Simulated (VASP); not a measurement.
Crystal: LiH.

```
Li H
1.0
     0.00000    2.00340    2.00340
     2.00340    0.00000    2.00340
     2.00340    2.00340    0.00000
Li H
1 1
Direct
  0.00000 0.00000 0.00000
  0.50000 0.50000 0.50000
```

Base run:

| Item | Value |
| --- | --- |
| Program | VASP 6.6.1 |
| Functional | PBE0 |
| Potentials or basis | VASP PAW PBE potentials, release 64 (Li_sv, H) |
| Cutoff | 520 eV |
| k mesh | 8 × 8 × 8 |
| Occupations | gaussian, width 0.02 eV |
| Spin | no spin polarisation |

Its results: band gap on the k mesh 4.67 eV.

Q: The run is repeated on the same cell with these changes: functional from PBE0 to HSE06; further incar settings from ALGO = Normal; EDIFF = 1e-07; NBANDS = 9 to ALGO = Normal; EDIFF = 1e-06; NBANDS = 9. What comes out?

A: Band gap on the k mesh 3.97 eV.

A k mesh can miss the band edges.
